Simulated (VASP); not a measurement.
# Li (P6_3/mmc) in VASP: a series of runs

The runs below take Li through single point, with PBE.

All numbers are computed with VASP 6.6.1; they aren't measurements. Logs are shortened: lines on timing, memory, paths and dates and some standing lists are left out, and cuts for length are marked.

**1. The cell of the first run**

It takes space group P6_3/mmc (No. 194, hexagonal). The conventional cell has a = 2.931 Å, b = 2.931 Å, c = 4.780 Å, α = 90.00°, β = 90.00°, γ = 120.00°. Li (site symmetry -6m2) has 12 Li at 2.93 Å within 3.9 Å.

**2. Single point, PBE (volume scaled by 0.88)**

Contents of INCAR:

```
ALGO = Normal ; EDIFF = 1E-6
ENCUT = 520 ; GGA = PE
ISIF = 2 ; ISMEAR = -1
LASPH = True ; LCHARG = False
LREAL = False ; LWAVE = False
NBANDS = 10 ; NELM = 60
PREC = Accurate ; SIGMA = 0.1
```

Contents of KPOINTS:

```
k-points
0
Gamma
  13 13 7
```

Contents of POSCAR:

```
Li
1.0
    2.9305433563      0.0000000000      0.0000000000
   -1.4652716782      2.5379249935      0.0000000000
    0.0000000000      0.0000000000      4.7804074231
Li
2
Direct
    0.3333333333      0.6666666667      0.2500000000
    0.6666666667      0.3333333333      0.7500000000
```

Potentials or basis: VASP PAW PBE potentials, release 64 (Li_sv).

The run is started by

```console
$ cat potpaw_PBE.64/Li_sv/POTCAR > POTCAR
$ mpirun -np 1 vasp_std > vasp.out
```

OUTCAR:

```text
EDIFF = 1E-6
   ENCUT = 520
   GGA = PE
   ISIF = 2
   ISMEAR = -1
   LASPH = True
   LREAL = False
   NELM = 60
   PREC = Accurate

 ion  position               nearest neighbor table
   1  0.333  0.667  0.250-
   2  0.667  0.333  0.750-

  LATTYP: Found a hexagonal cell.
 ALAT       =     2.9305433563
 C/A-ratio  =     1.6312358638

  Lattice vectors:

 A1 = (   2.9305433563,   0.0000000000,   0.0000000000)
 A2 = (  -1.4652716782,   2.5379249935,   0.0000000000)
 A3 = (   0.0000000000,   0.0000000000,   4.7804074231)

Analysis of symmetry for initial positions (statically):
=====================================================================
 Subroutine PRICEL returns:
 Original cell was already a primitive cell.

 Routine SETGRP: Setting up the symmetry group for a
 hexagonal supercell.

 Subroutine GETGRP returns: Found 24 space group operations
 (whereof 12 operations were pure point group operations)
 out of a pool of 24 trial point group operations.

The static configuration has the point symmetry D_3d.
 The point group associated with its full space group is D_6h.

Analysis of symmetry for dynamics (positions and initial velocities):
=====================================================================
 Subroutine PRICEL returns:
 Original cell was already a primitive cell.

 Routine SETGRP: Setting up the symmetry group for a
 hexagonal supercell.

 Subroutine GETGRP returns: Found 24 space group operations
 (whereof 12 operations were pure point group operations)
 out of a pool of 24 trial point group operations.

The dynamic configuration has the point symmetry D_3d.
 The point group associated with its full space group is D_6h.

 Subroutine INISYM returns: Found 24 space group operations
 (whereof 12 operations are pure point group operations),
 and found     1 'primitive' translations

----------------------------------------------------------------------------------------

                                     Primitive cell

  volume of cell :      35.5543

  direct lattice vectors                    reciprocal lattice vectors
     2.930543356  0.000000000  0.000000000     0.341233648  0.197011339  0.000000000
    -1.465271678  2.537924993  0.000000000     0.000000000  0.394022677  0.000000000
     0.000000000  0.000000000  4.780407423     0.000000000  0.000000000  0.209187191

  length of vectors
     2.930543356  2.930543356  4.780407423     0.394022677  0.394022677  0.209187191

  position of ions in fractional coordinates (direct lattice)
     0.333333333  0.666666667  0.250000000
     0.666666667  0.333333333  0.750000000

  ion indices of the primitive-cell ions
   primitive index   ion index
                 1           1
                 2           2

----------------------------------------------------------------------------------------

 KPOINTS: k-points

Automatic generation of k-mesh.
 Grid dimensions read from file:
 generate k-points for:   13   13    7

 Generating k-lattice:

  Cartesian coordinates                     Fractional coordinates (reciprocal lattice)
     0.026248742  0.015154718  0.000000000     0.076923077  0.000000000  0.000000000
     0.000000000  0.030309437  0.000000000     0.000000000  0.076923077  0.000000000
     0.000000000  0.000000000  0.029883884     0.000000000  0.000000000  0.142857143

  Length of vectors
     0.030309437  0.030309437  0.029883884

  Shift w.r.t. Gamma in fractional coordinates (k-lattice)
     0.000000000  0.000000000  0.000000000

 Subroutine IBZKPT returns following result:
 ===========================================

 Found     84 irreducible k-points:

 Following reciprocal coordinates:
            Coordinates               Weight
  0.000000  0.000000  0.000000      1.000000
  0.076923  0.000000  0.000000      6.000000
  0.153846 -0.000000  0.000000      6.000000
  0.230769  0.000000  0.000000      6.000000
  0.307692 -0.000000  0.000000      6.000000
  0.384615 -0.000000  0.000000      6.000000
[... 16 lines left out ...]
  0.076923  0.000000  0.142857     12.000000
  0.153846 -0.000000  0.142857     12.000000
 [... further k-points ...]
   k-points           NKPTS =     84   k-points in BZ     NKDIM =     84   number of bands    NBANDS=     10
   number of dos      NEDOS =    301   number of ions     NIONS =      2
   total plane-waves  NPLWV =  20736
   dimension x,y,z NGX =    24 NGY =   24 NGZ =   36
   dimension x,y,z NGXF=    48 NGYF=   48 NGZF=   72
   ions per type =               2
   NGX,Y,Z   is equivalent  to a cutoff of  13.61, 13.61, 12.52 a.u.
   NGXF,Y,Z  is equivalent  to a cutoff of  27.23, 27.23, 25.04 a.u.
 SYSTEM =  unknown system
   PREC   = accura    normal or accurate (medium, high low for compatibility)
   ISTART =      0    job   : 0-new  1-cont  2-samecut
   ICHARG =      2    charge: 1-file 2-atom 10-const
   ISPIN  =      1    spin polarized calculation?
   LNONCOLLINEAR =      F non collinear calculations
[... 24 lines left out ...]
     AMIX_MAG =   1.60;   BMIX_MAG =  1.00
  volume/ion in A,a.u.               =      17.78       119.97
  Fermi-wavevector in a.u.,A,eV,Ry     =   0.904679  1.709596 11.135614  0.818445
  Thomas-Fermi vector in A             =   2.028155
   LORBIT       =      0    0 simple, 1 ext, 2 COOP (PROOUT), +10 PAW based schemes
   GGA     = PE    functional components
[... 5 lines left out ...]
 non-spin polarized calculation
  energy-cutoff  :      520.00
  volume of cell :       35.55
 maximum number of plane-waves:       989
 NGX is ok and might be reduce to    24
   NGX = 11   NGY = 11   NGZ = 17

 number of electron       6.0000003 magnetization

 Free energy of the ion-electron system (eV)
  ---------------------------------------------------
  ext. energy  EPLUGINS =         0.00000000
  ---------------------------------------------------
  free energy    TOTEN  =        -3.79311409 eV

  energy without entropy =       -3.75964981  energy(sigma->0) =       -3.77638195

 E-fermi :   1.0053     XC(G=0):  -7.3716

 val. band max:        1.0013847487   @ k =   0.2308   0.0769   0.2857
 cond. band min:       1.0103349980   @ k =   0.3846   0.1538   0.0000
 fundamental gap:      0.0089502494
 Fermi energy:         1.0052876341

 k-point     1 :       0.0000    0.0000    0.0000
  band No.  band energies     occupation
      1     -45.3011      2.00000
      2     -45.2705      2.00000
      3      -2.7109      2.00000
      4       0.9435      1.29927
      5       4.4031      0.00000
      6      14.6452      0.00000
      7      14.6452      0.00000
      8      16.1624      0.00000
      9      16.1624      0.00000
     10      16.9146      0.00000

 k-point     2 :       0.0769    0.0000    0.0000
  band No.  band energies     occupation
      1     -45.2995      2.00000
      2     -45.2697      2.00000
      3      -2.6127      2.00000
      4       1.0792      0.64629
      5       4.4296      0.00000
      6      13.5452      0.00000
      7      13.8858      0.00000
      8      16.1639      0.00000
      9      16.6379      0.00000
     10      16.7931      0.00000

 k-point     3 :       0.1538   -0.0000    0.0000
  band No.  band energies     occupation
      1     -45.2951      2.00000
      2     -45.2678      2.00000
      3      -2.3183      2.00000
      4       1.4859      0.01623
      5       4.4963      0.00000
      6      11.4930      0.00000
      7      12.7634      0.00000
      8      16.0525      0.00000
      9      16.0855      0.00000
     10      16.5492      0.00000

 k-point     4 :       0.2308    0.0000    0.0000
  band No.  band energies     occupation
      1     -45.2888      2.00000
      2     -45.2653      2.00000
      3      -1.8268      2.00000
      4       2.1620      0.00002
      5       4.5364      0.00000
      6       9.5119      0.00000
      7      11.7802      0.00000
      8      14.1594      0.00000
      9      14.3380      0.00000
     10      16.1340      0.00000
[... 222 lines left out ...]
 k-point    22 :       0.0000    0.0000    0.1429
  band No.  band energies     occupation
      1     -45.2995      2.00000
      2     -45.2720      2.00000
      3      -2.6153      2.00000
      4       0.4780      1.98979
      5       5.1093      0.00000
      6      14.7439      0.00000
      7      14.7439      0.00000
      8      15.6476      0.00000
      9      16.1687      0.00000
     10      16.1687      0.00000

 k-point    23 :       0.0769    0.0000    0.1429
  band No.  band energies     occupation
      1     -45.2980      2.00000
      2     -45.2712      2.00000
      3      -2.5172      2.00000
      4       0.6008      1.96558
      5       5.1479      0.00000
      6      13.6350      0.00000
      7      13.9968      0.00000
      8      15.5214      0.00000
      9      16.3586      0.00000
     10      16.5124      0.00000

 k-point    24 :       0.1538   -0.0000    0.1429
  band No.  band energies     occupation
      1     -45.2937      2.00000
      2     -45.2691      2.00000
      3      -2.2222      2.00000
      4       0.9653      1.19712
      5       5.2525      0.00000
      6      11.5791      0.00000
      7      12.8830      0.00000
      8      15.2564      0.00000
      9      15.5069      0.00000
     10      16.2996      0.00000

 [... further k-points ...]
[... 5 lines left out ...]
  --------------------------------------------------------------------------------------
  -------------------------------------------------------------------------------------
  Total        0.4577853      0.4577853      0.5208820     -0.0000000      0.0000000     -0.0000000
  in kB       20.6291128     20.6291128     23.4724336     -0.0000000      0.0000000     -0.0000000
  external PRESSURE =      21.5768864 kB  Pullay stress =       0.0000000 kB

 VOLUME and BASIS-vectors are now :
 -----------------------------------------------------------------------------
  energy-cutoff  :      520.00
  volume of cell :       35.55
      direct lattice vectors                 reciprocal lattice vectors
     2.930543356  0.000000000  0.000000000     0.341233648  0.197011339  0.000000000
    -1.465271678  2.537924993  0.000000000     0.000000000  0.394022677  0.000000000
     0.000000000  0.000000000  4.780407423     0.000000000  0.000000000  0.209187191

 POSITION                                       TOTAL-FORCE (eV/Angst)
 -----------------------------------------------------------------------------------
     -0.00000      1.69195      1.19510         0.000000     -0.000000      0.000000
      1.46527      0.84597      3.58531        -0.000000      0.000000      0.000000
 -----------------------------------------------------------------------------------
    total drift:                               -0.000000      0.000000      0.000000

  FREE ENERGIE OF THE ION-ELECTRON SYSTEM (eV)
  ---------------------------------------------------
  free  energy   TOTEN  =        -3.7931140927 eV

  energy  without entropy=       -3.7596498146  energy(sigma->0) =       -3.77638195
```

Run time: 26 s. Hardware: 1 thread of Intel Xeon 6975P-C, shared host; peak memory 0.16 GiB.

What came out:

| Quantity | Value |
| --- | --- |
| Free energy | -3.7931 eV |
| Band gap on the k mesh | zero (band 3 reaches 2.75 eV, above the bottom of band 4 at -1.20 eV) |

Levels at points of the mesh, in eV from the Fermi level:
```tsv
k point	band 1	band 2	band 3	band 4	band 5	band 6	band 7
(0.00, 0.00, 0.00)	-46.31	-46.28	-3.72	-0.06	3.40	13.64	13.64
```

Caveat: the cell differs from its parent crystal (volume scaled by 0.88); the cutoff is under 1.25 times the usual one of these potentials, so pressure, stress and relaxed cells hold a basis-set (Pulay) error.

**3. Single point, PBE (volume scaled by 0.92)**

Contents of INCAR:

```
PREC     = Accurate       # precision mode
ENCUT    = 520            # plane-wave cutoff, eV
EDIFF    = 1E-7           # SCF threshold, eV
ISMEAR   = -1             # smearing method
SIGMA    = 0.1            # smearing width, eV
LREAL    = F              # projectors in reciprocal space
LASPH    = T              # aspherical terms in the spheres
NELM     = 60             # most SCF steps
ALGO     = Normal         # electronic algorithm
ISIF     = 2              # what is computed and relaxed
LWAVE    = F              # write WAVECAR
LCHARG   = F              # write CHGCAR
GGA      = PE             # functional
NBANDS   = 10             # bands
```

Contents of KPOINTS:

```
regular mesh
0
Gamma
  13 13 7
```

Contents of POSCAR:

```
Li
1.0
    2.9742892588      0.0000000000      0.0000000000
   -1.4871446294      2.5758100564      0.0000000000
    0.0000000000      0.0000000000      4.8517673082
Li
2
Direct
    0.3333333333      0.6666666667      0.2500000000
    0.6666666667      0.3333333333      0.7500000000
```

Potentials or basis: VASP PAW PBE potentials, release 64 (Li_sv).

The run is started by

```console
$ cat potpaw_PBE.64/Li_sv/POTCAR > POTCAR
$ mpirun -np 1 vasp_std > vasp.out
```

Run time: 28 s. Hardware: 1 thread of Intel Xeon 6975P-C, shared host; peak memory 0.16 GiB.

The run converged. Its results:

- Free energy: -3.8118 eV
- Band gap on the k mesh: zero (band 3 reaches 2.57 eV, above the bottom of band 4 at -1.30 eV)

Levels at points of the mesh, in eV from the Fermi level:
```
           k point  band 1  band 2  band 3  band 4  band 5  band 6  band 7  band 8
(0.00, 0.00, 0.00)  -46.38  -46.35   -3.66   -0.04    3.24   13.22   13.22   14.70
```

Caveat: the cell differs from its parent crystal (volume scaled by 0.92); the cutoff is under 1.25 times the usual one of these potentials, so pressure, stress and relaxed cells hold a basis-set (Pulay) error.

**4. Single point, PBE (volume scaled by 0.96)**

Edit INCAR of step 3 so:

```diff
@@ -2,3 +2,3 @@
 ENCUT    = 520            # plane-wave cutoff, eV
-EDIFF    = 1E-7           # SCF threshold, eV
+EDIFF    = 1E-6           # SCF threshold, eV
 ISMEAR   = -1             # smearing method
@@ -7,3 +7,3 @@
 LASPH    = T              # aspherical terms in the spheres
-NELM     = 60             # most SCF steps
+NELM     = 100            # most SCF steps
 ALGO     = Normal         # electronic algorithm
```

Contents of KPOINTS:

```
Automatic mesh
0
Gamma
  13 13 7
```

Contents of POSCAR:

```
Li
1.0
    3.0167848468      0.0000000000      0.0000000000
   -1.5083924234      2.6126123151      0.0000000000
    0.0000000000      0.0000000000      4.9210876353
Li
2
Direct
    0.3333333333      0.6666666667      0.2500000000
    0.6666666667      0.3333333333      0.7500000000
```

The run is started by

```console
$ cat potpaw_PBE.64/Li_sv/POTCAR > POTCAR
$ mpirun -np 1 vasp_std > vasp.out
```

Run time: 29 s. Hardware: 1 thread of Intel Xeon 6975P-C, shared host; peak memory 0.16 GiB.

Results (log left out):

- Free energy: -3.8225 eV
- Band gap on the k mesh: zero (band 3 reaches 2.41 eV, above the bottom of band 4 at -1.39 eV)

Levels at points of the mesh, in eV from the Fermi level:
```tsv
k point	band 1	band 2	band 3	band 4	band 5	band 6
(0.00, 0.00, 0.00)	-46.45	-46.42	-3.61	-0.02	3.09	12.84
```

Caveat: the cell differs from its parent crystal (volume scaled by 0.96); the cutoff is under 1.25 times the usual one of these potentials, so pressure, stress and relaxed cells hold a basis-set (Pulay) error.

**5. Single point, PBE**

This run uses another cell than the first one, of 20.20 Å³/atom, 1.136 times its volume.

Contents of INCAR:

```
SYSTEM = Li
PREC     = Accurate       ! precision mode
ENCUT    = 520            ! plane-wave cutoff, eV
EDIFF    = 1E-6           ! SCF threshold, eV
ISMEAR   = -1             ! smearing method
SIGMA    = 0.1            ! smearing width, eV
LREAL    = .False.        ! projectors in reciprocal space
LASPH    = .True.         ! aspherical terms in the spheres
NELM     = 60             ! most SCF steps
ALGO     = Normal         ! electronic algorithm
ISIF     = 2              ! what is computed and relaxed
LWAVE    = .False.        ! write WAVECAR
LCHARG   = .False.        ! write CHGCAR
GGA      = PE             ! functional
NBANDS   = 10             ! bands
```

Contents of KPOINTS:

```
regular mesh
0
Gamma
  13 13 7
  0 0 0
```

Contents of POSCAR:

```
Li
1.0
    3.0581158025      0.0000000000      0.0000000000
   -1.5290579013      2.6484059727      0.0000000000
    0.0000000000      0.0000000000      4.9885081726
Li
2
Direct
    0.3333333333      0.6666666667      0.2500000000
    0.6666666667      0.3333333333      0.7500000000
```

The run is started by

```console
$ cat potpaw_PBE.64/Li_sv/POTCAR > POTCAR
$ mpirun -np 1 vasp_std > vasp.out
```

Wall time 28 s (1 thread of Intel Xeon 6975P-C, shared host); peak memory 0.16 GiB.

Results (log left out):

- Free energy: -3.8264 eV
- Band gap on the k mesh: zero (band 3 reaches 2.26 eV, above the bottom of band 4 at -1.48 eV)

Levels at points of the mesh, in eV from the Fermi level:
| k point | band 1 | band 2 | band 3 | band 4 | band 5 | band 6 |
| --- | --- | --- | --- | --- | --- | --- |
| (0.00, 0.00, 0.00) | -46.51 | -46.50 | -3.56 | 0.00 | 2.95 | 12.48 |

Caveat: the cutoff is under 1.25 times the usual one of these potentials, so pressure, stress and relaxed cells hold a basis-set (Pulay) error.

**6. Single point, PBE (volume scaled by 1.04)**

Contents of INCAR:

```
PREC     = Accurate       # precision mode
ENCUT    = 520            # plane-wave cutoff, eV
EDIFF    = 1E-7           # SCF threshold, eV
ISMEAR   = -1             # smearing method
SIGMA    = 0.1            # smearing width, eV
LREAL    = F              # projectors in reciprocal space
LASPH    = T              # aspherical terms in the spheres
NELM     = 100            # most SCF steps
ALGO     = Normal         # electronic algorithm
ISIF     = 2              # what is computed and relaxed
LWAVE    = F              # write WAVECAR
LCHARG   = F              # write CHGCAR
GGA      = PE             # functional
NBANDS   = 10             # bands
```

Contents of KPOINTS:

```
Automatic mesh
0
Gamma
  13 13 7
```

Contents of POSCAR:

```
Li
1.0
    3.0983587833      0.0000000000      0.0000000000
   -1.5491793917      2.6832574164      0.0000000000
    0.0000000000      0.0000000000      5.0541539661
Li
2
Direct
    0.3333333333      0.6666666667      0.2500000000
    0.6666666667      0.3333333333      0.7500000000
```

Potentials or basis: VASP PAW PBE potentials, release 64 (Li_sv).

The run is started by

```console
$ cat potpaw_PBE.64/Li_sv/POTCAR > POTCAR
$ mpirun -np 1 vasp_std > vasp.out
```

Run time: 30 s. Hardware: 1 thread of Intel Xeon 6975P-C, shared host; peak memory 0.16 GiB.

The run converged. Its results:

- Free energy: -3.8247 eV
- Band gap on the k mesh: zero (band 3 reaches 2.12 eV, above the bottom of band 4 at -1.55 eV)

Levels at points of the mesh, in eV from the Fermi level:
| k point | band 1 | band 2 | band 3 | band 4 | band 5 | band 6 | band 7 |
| --- | --- | --- | --- | --- | --- | --- | --- |
| (0.00, 0.00, 0.00) | -46.58 | -46.57 | -3.51 | 0.01 | 2.83 | 12.14 | 12.14 |

Caveat: the cell differs from its parent crystal (volume scaled by 1.04); the cutoff is under 1.25 times the usual one of these potentials, so pressure, stress and relaxed cells hold a basis-set (Pulay) error.

**7. Summary**

```csv
cell,gap on the mesh (eV)
"a = 2.931, b = 2.931, c = 4.780 Å, angles 90.0, 90.0, 120.0°, 2 atoms",none
"a = 2.974, b = 2.974, c = 4.852 Å, angles 90.0, 90.0, 120.0°, 2 atoms",none
"a = 3.017, b = 3.017, c = 4.921 Å, angles 90.0, 90.0, 120.0°, 2 atoms",none
"a = 3.058, b = 3.058, c = 4.989 Å, angles 90.0, 90.0, 120.0°, 2 atoms",none
"a = 3.098, b = 3.098, c = 5.054 Å, angles 90.0, 90.0, 120.0°, 2 atoms",none
```

Alike in all rows: task single point; level PBE; potentials or basis VASP PAW PBE potentials, release 64 (Li_sv); no spin polarisation; k mesh 13 × 13 × 7; cutoff (eV) 520; smearing fermi-dirac 0.1 eV.

Caveats: the cutoff is under 1.25 times the usual one of these potentials, so pressure, stress and relaxed cells hold a basis-set (Pulay) error.

Total energies depend on the potentials used, so only differences within one code and one set of settings carry meaning.
